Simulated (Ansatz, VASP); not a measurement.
# Ag3Cl in VASP and in Ansatz

```
CELL_PARAMETERS angstrom
4.25508 0.00000 0.00000
0.00000 4.25508 0.00000
0.00000 0.00000 4.25508
ATOMIC_POSITIONS crystal
Ag 0.00000 0.50000 0.50000
Ag 0.50000 0.00000 0.50000
Ag 0.50000 0.50000 0.00000
Cl 0.00000 0.00000 0.00000
```

Alike in both runs: functional PBE; k mesh 12 × 12 × 12; occupations gaussian, width 0.1 eV; no spin polarisation.

Ansatz relaxed the structure, and its values are those at the end. VASP's run is a single point on that final structure, the one shown.

```csv
,VASP,Ansatz
version,VASP 6.6.1,Ansatz 0.2.0
potentials or method,"VASP PAW PBE potentials, release 64 (Ag, Cl), cutoff 520 eV","scalar-relativistic, plane waves, PAW"
valence electrons in the cell,40,64
```

|  | VASP | Ansatz | Ansatz less VASP |
| --- | --- | --- | --- |
| gap on the k mesh at the Fermi level (eV) | none | none | - |
| pressure (GPa) | -0.1 | 0.0 | +0.10 |

A gap of «none» marks a metal or a gap that the smearing closes. VASP's potentials hold 40 valence electrons a cell and Ansatz's 64, so a difference there can come from the potentials and not from the codes.
